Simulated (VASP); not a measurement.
# HoS4 (P6/mmm) in VASP: relaxation of cell and atoms with PBE

Aim: the relaxation of cell and atoms of HoS4 with PBE.

Everything below comes from runs of VASP 6.6.1. Logs are shortened: lines on timing, memory, paths and dates and some standing lists are left out, and cuts for length are marked.

## 1. The cell of the first run

The structure is hexagonal, space group P6/mmm (No. 191). Conventional cell: a = 5.451 Å, b = 5.451 Å, c = 4.909 Å, α = 90.00°, β = 90.00°, γ = 120.00°. Within 3.2 Å of Ho (site symmetry 6/mmm) lie 2 S at 2.45 Å. Within 3.7 Å of S (site symmetry mmm) lie 6 S at 2.73 Å and 4 Ho at 3.67 Å. Within 3.2 Å of S (site symmetry 6/mmm) lie 2 Ho at 2.45 Å and 6 S at 2.73 Å.

The cell was generated, and may not be a known phase.

## 2. Relaxation of cell and atoms, PBE

File INCAR:

```
SYSTEM = HoS4
PREC = Accurate
ENCUT = 500
EDIFF = 1E-7
ISMEAR = 0
SIGMA = 0.1
LREAL = .FALSE.
LASPH = .TRUE.
NELM = 200
ALGO = Normal
ISIF = 3
LWAVE = .FALSE.
LCHARG = .FALSE.
GGA = PE
IBRION = 2
NSW = 100
EDIFFG = -0.01
GGA_COMPAT = .FALSE.
NELMIN = 4
LMAXMIX = 6
```

File KPOINTS:

```
Automatic mesh
0
G
  12 12 8
  0 0 0
```

File POSCAR:

```
HoS4
1.0
    5.4512647907      0.0000000000      0.0000000000
   -2.7256323953      4.7209337915      0.0000000000
    0.0000000000      0.0000000000      4.9086423220
Ho S
1 4
Direct
    0.0000000000      0.0000000000      0.0000000000
    0.5000000000      0.0000000000      0.5000000000
    0.0000000000      0.5000000000      0.5000000000
    0.5000000000      0.5000000000      0.5000000000
    0.0000000000      0.0000000000      0.5000000000
```

Potentials or basis: VASP PAW PBE potentials, release 64 (Ho_3, S), 4f in core.

Command:

```sh
$ cat potpaw_PBE.64/Ho_3/POTCAR potpaw_PBE.64/S/POTCAR > POTCAR
$ mpirun -np 1 vasp_std > vasp.out
```

OUTCAR:

```text
SYSTEM = HoS4
   PREC = Accurate
   ENCUT = 500
   EDIFF = 1E-7
   ISMEAR = 0
   LREAL = .FALSE.
   LASPH = .TRUE.
   NELM = 200
   ISIF = 3
   GGA = PE
   IBRION = 2
   NSW = 100
   EDIFFG = -0.01
   NELMIN = 4

 ion  position               nearest neighbor table
   1  0.000  0.000  0.000-   5 2.45   5 2.45
   2  0.500  0.000  0.500-   4 2.73   4 2.73   5 2.73   5 2.73   3 2.73   3 2.73
   3  0.000  0.500  0.500-   5 2.73   5 2.73   4 2.73   4 2.73   2 2.73   2 2.73
   4  0.500  0.500  0.500-   2 2.73   2 2.73   3 2.73   3 2.73   5 2.73   5 2.73
   5  0.000  0.000  0.500-   1 2.45   1 2.45   3 2.73   3 2.73   2 2.73   2 2.73   4 2.73   4 2.73

  LATTYP: Found a hexagonal cell.
 ALAT       =     5.4512647907
 C/A-ratio  =     0.9004593448

  Lattice vectors:

 A1 = (   5.4512647907,   0.0000000000,   0.0000000000)
 A2 = (  -2.7256323953,   4.7209337915,   0.0000000000)
 A3 = (   0.0000000000,   0.0000000000,   4.9086423220)

Analysis of symmetry for initial positions (statically):
=====================================================================
 Subroutine PRICEL returns:
 Original cell was already a primitive cell.

 Routine SETGRP: Setting up the symmetry group for a
 hexagonal supercell.

 Subroutine GETGRP returns: Found 24 space group operations
 (whereof 24 operations were pure point group operations)
 out of a pool of 24 trial point group operations.

The static configuration has the point symmetry D_6h.

Analysis of symmetry for dynamics (positions and initial velocities):
=====================================================================
 Subroutine PRICEL returns:
 Original cell was already a primitive cell.

 Routine SETGRP: Setting up the symmetry group for a
 hexagonal supercell.

 Subroutine GETGRP returns: Found 24 space group operations
 (whereof 24 operations were pure point group operations)
 out of a pool of 24 trial point group operations.

The dynamic configuration has the point symmetry D_6h.

 Subroutine INISYM returns: Found 24 space group operations
 (whereof 24 operations are pure point group operations),
 and found     1 'primitive' translations

----------------------------------------------------------------------------------------

                                     Primitive cell

  volume of cell :     126.3242

  direct lattice vectors                    reciprocal lattice vectors
     5.451264791  0.000000000  0.000000000     0.183443666  0.105911250  0.000000000
    -2.725632395  4.720933792  0.000000000     0.000000000  0.211822500  0.000000000
     0.000000000  0.000000000  4.908642322     0.000000000  0.000000000  0.203722320

  length of vectors
     5.451264791  5.451264791  4.908642322     0.211822500  0.211822500  0.203722320

  position of ions in fractional coordinates (direct lattice)
     0.000000000  0.000000000  0.000000000
     0.500000000  0.000000000  0.500000000
     0.000000000  0.500000000  0.500000000
     0.500000000  0.500000000  0.500000000
     0.000000000  0.000000000  0.500000000

  ion indices of the primitive-cell ions
   primitive index   ion index
                 1           1
                 2           2
                 3           3
                 4           4
                 5           5

----------------------------------------------------------------------------------------

 KPOINTS: Automatic mesh

Automatic generation of k-mesh.
 Grid dimensions read from file:
 generate k-points for:   12   12    8

 Generating k-lattice:

  Cartesian coordinates                     Fractional coordinates (reciprocal lattice)
     0.015286972  0.008825938  0.000000000     0.083333333  0.000000000  0.000000000
     0.000000000  0.017651875  0.000000000     0.000000000  0.083333333  0.000000000
     0.000000000  0.000000000  0.025465290     0.000000000  0.000000000  0.125000000

  Length of vectors
     0.017651875  0.017651875  0.025465290

  Shift w.r.t. Gamma in fractional coordinates (k-lattice)
     0.000000000  0.000000000  0.000000000

 Subroutine IBZKPT returns following result:
 ===========================================

 Found     95 irreducible k-points:

 Following reciprocal coordinates:
            Coordinates               Weight
  0.000000  0.000000  0.000000      1.000000
  0.083333  0.000000  0.000000      6.000000
  0.166667 -0.000000  0.000000      6.000000
  0.250000  0.000000  0.000000      6.000000
  0.333333  0.000000  0.000000      6.000000
  0.416667  0.000000  0.000000      6.000000
[... 16 lines left out ...]
  0.250000  0.000000  0.125000     12.000000
  0.333333  0.000000  0.125000     12.000000
 [... further k-points ...]
   k-points           NKPTS =     95   k-points in BZ     NKDIM =     95   number of bands    NBANDS=     20
   number of dos      NEDOS =    301   number of ions     NIONS =      5
   total plane-waves  NPLWV =  57600
   dimension x,y,z NGX =    40 NGY =   40 NGZ =   36
   dimension x,y,z NGXF=    80 NGYF=   80 NGZF=   72
   ions per type =               1   4
   NGX,Y,Z   is equivalent  to a cutoff of  12.20, 12.20, 12.19 a.u.
   NGXF,Y,Z  is equivalent  to a cutoff of  24.40, 24.40, 24.38 a.u.
 SYSTEM =  HoS4
   PREC   = accura    normal or accurate (medium, high low for compatibility)
   ISTART =      0    job   : 0-new  1-cont  2-samecut
   ICHARG =      2    charge: 1-file 2-atom 10-const
   ISPIN  =      1    spin polarized calculation?
   LNONCOLLINEAR =      F non collinear calculations
   LSORBIT =      F    spin-orbit coupling
   LASPH  =      T    aspherical Exc in radial PAW
   ENCUT  =  500.0 eV  36.75 Ry    6.06 a.u.   9.94  9.94  8.95*2*pi/ulx,y,z
   NELM   =    200;   NELMIN=  4; NELMDL= -5     # of ELM steps
   EDIFF  = 0.1E-06   stopping-criterion for ELM
   LREAL  =      F    real-space projection
   EDIFFG = -.1E-01   stopping-criterion for IOM
   NSW    =    100    number of steps for IOM
   IBRION =      2    ionic relax: 0-MD 1-quasi-New 2-CG
   NFREE  =      1    steps in history (QN), initial steepest desc. (CG)
   ISIF   =      3    stress and relaxation
   ISYM   =      2    0-nonsym 1-usesym 2-fastsym
   POTIM  = 0.5000    time-step for ionic-motion
   TEBEG  =    0.0;   TEEND  =   0.0 temperature during run
   PSTRESS=    0.0 pullay stress
   NELECT =      33.0000    total number of electrons
   NUPDOWN=      -1.0000    fix difference up-down
   EMIN   =  10.00;   EMAX   =-10.00  energy-range for DOS
   EFERMI =   0.00;   METHOD = LEGACY
   ISMEAR =     0;   SIGMA  =   0.10  broadening in eV -4-tet -1-fermi 0-gaus
   EFERMI_NEDOS =   21; number of points for ismear=-14 and -15
   IALGO  =     38    algorithm
   IMIX   =      4    mixing-type and parameters
     AMIX     =   0.40;   BMIX     =  1.00
     AMIX_MAG =   1.60;   BMIX_MAG =  1.00
  volume/ion in A,a.u.               =      25.26       170.50
  Fermi-wavevector in a.u.,A,eV,Ry     =   1.046527  1.977650 14.901368  1.095220
  Thomas-Fermi vector in A             =   2.181369
   LORBIT       =      0    0 simple, 1 ext, 2 COOP (PROOUT), +10 PAW based schemes
   GGA     = PE    functional components
   LHFCALC =     F    Hartree Fock is set to
   AEXX    =    0.0000 exact exchange contribution
   IVDW    =     0    specifies the selected vdW correction
   LEPSILON=     F    determine dielectric tensor
   LRPA    =     F    only Hartree local field effects (RPA)
 conjugate gradient relaxation of ions
 non-spin polarized calculation
 Gauss-broadening in eV      SIGMA  =   0.10
  energy-cutoff  :      500.00
  volume of cell :      126.32
 maximum number of plane-waves:      3228
 NGX is ok and might be reduce to    40
   NGX = 19   NGY = 19   NGZ = 17

--------------------------------------- Ionic step        1  -------------------------------------------

 number of electron      32.9999998 magnetization

 Free energy of the ion-electron system (eV)
  ---------------------------------------------------
  ext. energy  EPLUGINS =         0.00000000
  ---------------------------------------------------
  free energy    TOTEN  =       -19.64238209 eV

  energy without entropy =      -19.62861883  energy(sigma->0) =      -19.63550046

------------------------ aborting loop because EDIFF is reached ----------------------------------------

  FORCE on cell =-STRESS in cart. coord.  units (eV):
  Direction    XX          YY          ZZ          XY          YZ          ZX
  --------------------------------------------------------------------------------------
  -------------------------------------------------------------------------------------
  Total        0.0317106      0.0317106      0.1588321      0.0000000      0.0000000     -0.0000000
  in kB        0.4021875      0.4021875      2.0144764      0.0000000      0.0000000     -0.0000000
  external PRESSURE =       0.9396171 kB  Pullay stress =       0.0000000 kB
[... 63 lines left out ...]
  energy  without entropy=      -19.6286290467  energy(sigma->0) =      -19.63552492

--------------------------------------- Ionic step        3  -------------------------------------------

 number of electron      32.9999998 magnetization

 Free energy of the ion-electron system (eV)
  ---------------------------------------------------
  ext. energy  EPLUGINS =         0.00000000
  ---------------------------------------------------
  free energy    TOTEN  =       -19.64245745 eV

  energy without entropy =      -19.62867838  energy(sigma->0) =      -19.63556792

 E-fermi :   3.9432     XC(G=0):  -8.9099

 val. band max:        3.9326387052   @ k =   0.2500   0.1667   0.1250
 cond. band min:       3.9469075949   @ k =   0.1667   0.1667   0.1250
 fundamental gap:      0.0142688897
 Fermi energy:         3.9431850473

 k-point     1 :       0.0000    0.0000    0.0000
  band No.  band energies     occupation
      1     -21.9676      2.00000
      2     -21.9676      2.00000
      3     -21.7801      2.00000
      4     -11.6963      2.00000
      5      -8.3913      2.00000
      6      -7.5003      2.00000
[... 12 lines left out ...]
     19       4.6545      0.00000
[... 513 lines left out ...]
      4     -11.0801      2.00000
      5      -9.3332      2.00000
      6      -8.0796      2.00000
[... 12 lines left out ...]
     19       4.9360      0.00000
     20       5.3589      0.00000

 [... further k-points ...]

------------------------ aborting loop because EDIFF is reached ----------------------------------------

  FORCE on cell =-STRESS in cart. coord.  units (eV):
  Direction    XX          YY          ZZ          XY          YZ          ZX
  --------------------------------------------------------------------------------------
  -------------------------------------------------------------------------------------
  Total        0.0079470      0.0079470      0.0015257      0.0000000     -0.0000000      0.0000000
  in kB        0.1006663      0.1006663      0.0193260      0.0000000     -0.0000000      0.0000000
  external PRESSURE =       0.0735529 kB  Pullay stress =       0.0000000 kB
[... 20 lines left out ...]
  FREE ENERGIE OF THE ION-ELECTRON SYSTEM (eV)
  ---------------------------------------------------
  free  energy   TOTEN  =       -19.6424574539 eV

  energy  without entropy=      -19.6286783797  energy(sigma->0) =      -19.63556792

 reached required accuracy - stopping structural energy minimisation
```

Wall time 3.6 min (1 thread of AMD EPYC 9R45 (Zen 5), shared host); peak memory 0.36 GiB.

Results:

```yaml
Free_energy: -19.6425 eV
Relaxed_volume: 25.30 Å³/atom
Relaxed_cell: a = 5.452 Å, b = 5.452 Å, c = 4.913 Å, α = 90.00°, β = 90.00°, γ = 120.00°
Space_group_after_relaxing_to_0.1_Å: P6/mmm (No. 191)
Energy_gained_by_relaxing: 0.0 meV/atom
Ionic_steps: 3
Pressure_after_relaxing: 0.0 GPa
Band_gap_on_the_k_mesh: zero (an odd number of electrons rules out a gap without spin polarisation)
```

Final structure:
```cif
data_structure
_symmetry_space_group_name_H-M 'P 1'
_symmetry_Int_Tables_number 1
_cell_length_a 5.4522
_cell_length_b 5.4522
_cell_length_c 4.9130
_cell_angle_alpha 90.000
_cell_angle_beta 90.000
_cell_angle_gamma 120.000
_cell_volume 126.48
loop_
_atom_site_label
_atom_site_type_symbol
_atom_site_fract_x
_atom_site_fract_y
_atom_site_fract_z
_atom_site_occupancy
Ho1 Ho 0.00000 0.00000 0.00000 1
S1 S 0.50000 0.00000 0.50000 1
S2 S 0.00000 0.50000 0.50000 1
S3 S 0.50000 0.50000 0.50000 1
S4 S 0.00000 0.00000 0.50000 1
```

Levels at points of the mesh, in eV from the Fermi level:
```tsv
k point	band 15	band 16	band 17	band 18	band 19	band 20
(0.00, 0.00, 0.00)	-0.50	0.40	0.40	0.71	0.71	0.86
(0.50, 0.00, 0.00)	-1.79	-1.76	-1.66	0.58	1.35	1.59
(0.00, 0.00, 0.50)	0.33	0.33	0.88	1.92	2.24	2.24
(0.50, 0.00, 0.50)	-1.82	-1.82	-1.75	1.10	1.17	1.59
```

Caveat: spin-orbit coupling is left out, which moves the levels of the heavy elements; the 4f electrons are frozen in the core, so they carry no moment and show no levels; an odd number of electrons without spin polarisation forces a metal; a magnetic or distorted state may lie lower; the run has no spin polarisation, though such a crystal can be magnetic. With open d or f shells a metallic result of PBE can be an artefact of self-interaction; +U or a hybrid may open a gap.
